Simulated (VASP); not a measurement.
Set up this calculation in VASP 6.6.1, as the native input.

```
Task                   : single point
Functional             : PBE
Potentials or basis    : VASP PAW PBE potentials, release 64 (Os)
Cutoff                 : 520 eV
k mesh                 : 18 × 18 × 10
Occupations            : fermi-dirac, width 0.08 eV
Spin                   : no spin polarisation
Dipole correction      : no
Further INCAR settings : ALGO = Normal; EDIFF = 1e-07; NBANDS = 15
```

The structure of Os lies in POSCAR:

```
Os
1.0
    2.5916177627      0.0000000000      0.0000000000
   -1.2958088813      2.2444068194      0.0000000000
    0.0000000000      0.0000000000      4.1243307778
Os
2
Direct
    0.3333333333      0.6666666667      0.2500000000
    0.6666666667      0.3333333333      0.7500000000
```

One way to write it, as run:

INCAR

```
  PREC = Accurate
  ENCUT = 520
  EDIFF = 1E-7
  ISMEAR = -1
  SIGMA = 0.08
  LREAL = F
  LASPH = T
  NELM = 100
  ALGO = Normal
  ISIF = 2
  LWAVE = F
  LCHARG = F
  GGA = PE
  NBANDS = 15
```

KPOINTS

```
regular mesh
0
Gamma
  18 18 10
```

Potentials or basis: VASP PAW PBE potentials, release 64 (Os).

The run is started by

```console
$ cat potpaw_PBE.64/Os/POTCAR > POTCAR
$ mpirun -np 1 vasp_std > vasp.out
```

Results of the run:

```
Pressure               : 107.6 GPa
Band gap on the k mesh : zero (bands 8 and 9 overlap by 5.08 eV)
```

Caveat: the cell stands under pressure; spin-orbit coupling is left out, which moves the levels of the heavy elements.

It took 37 s on 1 thread of Intel(R) Xeon(R) Platinum 8488C (Sapphire Rapids), with other jobs on the host, peak memory 0.19 GiB.
